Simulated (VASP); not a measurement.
A run of VASP 6.6.1 is set up as follows.

The input INCAR:

```
SYSTEM = In
PREC = Accurate
ENCUT = 520
EDIFF = 1E-6
ISMEAR = -1
SIGMA = 0.1
LREAL = .False.
LASPH = .True.
NELM = 100
ALGO = Normal
ISIF = 2
LWAVE = .False.
LCHARG = .False.
LDIPOL = .True.
IDIPOL = 3
DIPOL = 0.5 0.5 0.500
GGA = PS
NBANDS = 34
```

File KPOINTS:

```
Automatic mesh
0
Gamma
  7 8 1
  0 0 0
```

The input POSCAR:

```
In
1.0
    5.7217878879      0.0000000000      0.0000000000
    0.0000000000      5.4496538129      0.0000000000
    0.0000000000      0.0000000000     17.6517000000
In
4
Direct
    0.1188027847      0.7500000000      0.4680741963
    0.3811972153      0.2500000000      0.4680741963
    0.6188027981      0.7500000000      0.5319258037
    0.8811972019      0.2500000000      0.5319258037
```

Potentials or basis: VASP PAW PBE potentials, release 64 (In_d).

The run is started by

```console
$ cat potpaw_PBE.64/In_d/POTCAR > POTCAR
$ mpirun -np 1 vasp_std > vasp.out
```

(1) Estimate the band gap on the k mesh.

Results:

(1) zero (bands 26 and 27 overlap by 0.59 eV).

Caveat: spin-orbit coupling is left out, which moves the levels of the heavy elements.
